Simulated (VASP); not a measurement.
A run of VASP 6.6.1 is set up as follows.

The input POSCAR:

```
Ga4SbAs3
1.0
   11.5630640000      0.0000000000      0.0000000000
    0.0000000000     11.5630640000      0.0000000000
    0.0000000000      0.0000000000     11.5630640000
Ga Sb As
32 8 24
Direct
    0.9854300000      0.0012740000      0.0003150000
    0.0043240000      0.9938820000      0.5066740000
    0.9990110000      0.5020610000      0.9986390000
    0.0050320000      0.4931410000      0.5067070000
    0.5064890000      0.9921110000      0.9921120000
    0.5068110000      0.0076860000      0.4952510000
    0.5011010000      0.4991600000      0.0006860000
    0.4984520000      0.5015460000      0.5013480000
    0.2506260000      0.2648950000      0.0007110000
    0.2501480000      0.2516680000      0.5014440000
    0.2503660000      0.7355090000      0.9996640000
    0.2450650000      0.7411450000      0.4946740000
    0.7555130000      0.2569150000      0.9928480000
    0.7450380000      0.2571100000      0.5059270000
    0.7511690000      0.7461850000      0.9998230000
    0.7439110000      0.7548750000      0.5078660000
    0.2509000000      0.0013700000      0.2639270000
    0.2425320000      0.0076660000      0.7435870000
    0.2501950000      0.5012470000      0.2517580000
    0.2509680000      0.4995230000      0.7493530000
    0.7506080000      0.9860490000      0.2515270000
    0.7505430000      0.0011600000      0.7489320000
    0.7435330000      0.4946660000      0.2439870000
    0.7508490000      0.5009460000      0.7507190000
    0.9980910000      0.2654120000      0.2518190000
    0.9994550000      0.2504440000      0.7503280000
    0.0062690000      0.7544430000      0.2432220000
    0.9919130000      0.7411800000      0.7435110000
    0.4926280000      0.2561750000      0.2555740000
    0.5071160000      0.2586450000      0.7430140000
    0.5065620000      0.7408040000      0.2583570000
    0.5051970000      0.7424260000      0.7561750000
    0.1229630000      0.1291050000      0.1271920000
    0.6268720000      0.1261920000      0.1254200000
    0.3767660000      0.8694510000      0.1292230000
    0.3764950000      0.8734810000      0.6223950000
    0.3770990000      0.1311440000      0.8719600000
    0.8747260000      0.1252190000      0.3780340000
    0.8748310000      0.6248000000      0.3756080000
    0.1193870000      0.8712570000      0.8738020000
    0.1218730000      0.1295960000      0.6225140000
    0.1248490000      0.6205920000      0.1252740000
    0.1248620000      0.6208850000      0.6254430000
    0.6271730000      0.1279390000      0.6252070000
    0.6247680000      0.6230040000      0.1236100000
    0.6249630000      0.6226760000      0.6273330000
    0.3750060000      0.3814770000      0.1277640000
    0.3751590000      0.3772790000      0.6235610000
    0.8743940000      0.3796260000      0.1208870000
    0.8746330000      0.3754280000      0.6290930000
    0.8729900000      0.8701800000      0.1233830000
    0.8731390000      0.8745420000      0.6271100000
    0.3751660000      0.1293790000      0.3799950000
    0.3749870000      0.6211030000      0.3758890000
    0.3771700000      0.6184670000      0.8752160000
    0.8727150000      0.1273760000      0.8713310000
    0.8731900000      0.6227460000      0.8746490000
    0.1284960000      0.3775400000      0.3775960000
    0.1230260000      0.3792330000      0.8731730000
    0.1249770000      0.8724850000      0.3774610000
    0.6208780000      0.3774200000      0.3770860000
    0.6269730000      0.3791930000      0.8731850000
    0.6245220000      0.8725710000      0.3782900000
    0.6316410000      0.8699790000      0.8724130000
```

The input INCAR.step1:

```
SYSTEM = Ga4SbAs3
ALGO = Normal
EDIFF = 1E-4
ENCUT = 520
GGA = PE
ISMEAR = -1
LASPH = .True.
LCHARG = .False.
LREAL = Auto
LWAVE = .True.
NBANDS = 326
NELM = 60
PREC = Accurate
SIGMA = 0.05
```

The input INCAR.step2:

```
SYSTEM = Ga4SbAs3
ALGO = Normal
EDIFF = 1E-6
ENCUT = 520
ISIF = 2
ISMEAR = -1
ISTART = 1
LASPH = .True.
LCHARG = .True.
LELF = .True.
LMIXTAU = .True.
LREAL = Auto
LVHAR = .True.
LWAVE = .False.
METAGGA = R2SCAN
NBANDS = 326
NELM = 60
PREC = Accurate
SIGMA = 0.05
```

The input KPOINTS:

```
k-points
0
Gamma
  1 1 1
  0 0 0
```

Potentials or basis: VASP PAW PBE potentials, release 64 (Ga_d, Sb, As).

The run is started by

```bash
$ cat potpaw_PBE.64/Ga_d/POTCAR potpaw_PBE.64/Sb/POTCAR potpaw_PBE.64/As/POTCAR > POTCAR
$ cp INCAR.step1 INCAR
$ mpirun -np 1 vasp_gam > vasp.out
$ cp INCAR.step2 INCAR
$ mpirun -np 1 vasp_gam > vasp.out
```

Problem. Predict the largest force.

Solution. 0.038 eV/Å.

Problem. Predict the pressure.

Solution. 0.4 GPa.

Forces in eV/Å, atoms in the order of the input:
```
Ga   0.006 -0.007 -0.002
Ga  -0.006 -0.003  0.004
Ga  -0.005 -0.001 -0.001
Ga   0.002 -0.001  0.005
Ga   0.004 -0.005 -0.004
Ga  -0.003 -0.004  0.003
Ga   0.003  0.000  0.002
Ga   0.001 -0.004 -0.005
Ga   0.002 -0.011  0.005
Ga   0.001  0.006  0.003
Ga  -0.001  0.001  0.000
Ga   0.000  0.011  0.004
Ga   0.004  0.004 -0.001
Ga   0.000  0.010  0.006
Ga   0.004  0.013 -0.006
Ga   0.000 -0.008 -0.001
Ga  -0.003  0.000  0.003
Ga  -0.009  0.006 -0.004
Ga   0.000  0.003  0.005
Ga   0.005 -0.001 -0.006
Ga  -0.005 -0.008 -0.006
Ga   0.009  0.004 -0.012
Ga  -0.005  0.002 -0.002
Ga   0.003  0.004  0.001
Ga   0.002  0.003 -0.005
Ga  -0.014  0.008 -0.002
Ga  -0.006 -0.014  0.001
Ga   0.002  0.010  0.002
Ga  -0.007  0.005  0.011
Ga   0.002 -0.009 -0.001
Ga  -0.001  0.009 -0.004
Ga   0.005 -0.012 -0.001
Sb  -0.003  0.010  0.002
Sb  -0.016  0.004 -0.008
Sb  -0.003  0.000 -0.016
Sb  -0.003 -0.004  0.014
Sb  -0.007 -0.006 -0.011
Sb  -0.007  0.015  0.003
Sb  -0.003 -0.021  0.003
Sb  -0.003  0.002 -0.005
As   0.007 -0.002  0.030
As   0.000  0.022 -0.022
As  -0.009 -0.032 -0.017
As   0.008  0.012 -0.010
As   0.007 -0.034  0.014
As  -0.009  0.011  0.005
As  -0.003 -0.011 -0.002
As   0.009  0.018  0.001
As  -0.006  0.016  0.010
As   0.002  0.002 -0.003
As   0.007  0.007  0.001
As  -0.012 -0.007 -0.003
As   0.000  0.004 -0.010
As   0.008 -0.004  0.016
As  -0.002 -0.001  0.001
As   0.005 -0.004 -0.006
As   0.003 -0.011 -0.013
As  -0.012  0.006  0.010
As   0.016 -0.002  0.007
As   0.014 -0.008 -0.004
As   0.007  0.004  0.000
As   0.011  0.002  0.001
As   0.022 -0.003  0.011
As  -0.021  0.000  0.010
```

Caveat: the k points lie up to 0.54 Å⁻¹ apart; the PAW data sets were made with another functional, which shifts forces and pressure a little.
